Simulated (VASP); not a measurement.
Input of a VASP 6.6.1 run:

Contents of INCAR:

```
PREC     = Accurate       # precision mode
ENCUT    = 520            # plane-wave cutoff, eV
EDIFF    = 1E-6           # SCF threshold, eV
ISMEAR   = 0              # smearing method
SIGMA    = 0.02           # smearing width, eV
LREAL    = F              # projectors in reciprocal space
LASPH    = T              # aspherical terms in the spheres
NELM     = 60             # most SCF steps
ALGO     = Normal         # electronic algorithm
ISIF     = 2              # what is computed and relaxed
LWAVE    = F              # write WAVECAR
LCHARG   = F              # write CHGCAR
GGA      = PE             # functional
NBANDS   = 28             # bands
```

File KPOINTS:

```
Automatic mesh
0
Gamma
  6 6 6
```

File POSCAR:

```
BaZrO3
1.0
    4.2271626608      0.0000000000      0.0000000000
    0.0000000000      4.2271626608      0.0000000000
    0.0000000000      0.0000000000      4.2271626608
Ba Zr O
1 1 3
Direct
    0.0000000000      0.0000000000      0.0000000000
    0.5000000000      0.5000000000      0.5000000000
    0.0000000000      0.5000000000      0.5000000000
    0.5000000000      0.0000000000      0.5000000000
    0.5000000000      0.5000000000      0.0000000000
```

Potentials or basis: VASP PAW PBE potentials, release 64 (Ba_sv, Zr_sv, O).

The run is started by

```sh
$ cat potpaw_PBE.64/Ba_sv/POTCAR potpaw_PBE.64/Zr_sv/POTCAR potpaw_PBE.64/O/POTCAR > POTCAR
$ mpirun -np 1 vasp_std > vasp.out
```

(1) What does it give for the band gap on the k mesh?

(2) Estimate the pressure.

## Answers

(1) 3.13 eV, indirect (least direct gap 3.38 eV).

(2) 0.9 GPa.

Caveat: spin-orbit coupling is left out, which moves the levels of the heavy elements.
